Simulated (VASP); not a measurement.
The system is PdBr (rocksalt type).

```
CELL_PARAMETERS angstrom
0.00000 2.74641 2.74641
2.74641 0.00000 2.74641
2.74641 2.74641 0.00000
ATOMIC_POSITIONS crystal
Pd 0.00000 0.00000 0.00000
Br 0.50000 0.50000 0.50000
```

Base run:

| Property | Result |
| --- | --- |
| Program | VASP 6.6.1 |
| Functional | PBE |
| Dispersion | D3(BJ) |
| Potentials or basis | VASP PAW PBE potentials, release 64 (Pd, Br) |
| Cutoff | 520 eV |
| k mesh | 13 × 13 × 13 |
| Occupations | fermi-dirac, width 0.1 eV |
| Spin | no spin polarisation |

Its results: pressure -3.3 GPa.

Question: The run is repeated on the same cell with these changes: dispersion from D3(BJ) to none. What comes out?

Answer: Pressure 0.0 GPa.

Dispersion adds attraction, which lowers the pressure at fixed volume and, as a term added to the energy, leaves the levels alone.

Caveats: an odd number of electrons without spin polarisation forces a metal; a magnetic or distorted state may lie lower; three body term missing (some runs); pairwise dispersion overbinds metals, which lowers pressure and volume (some runs).
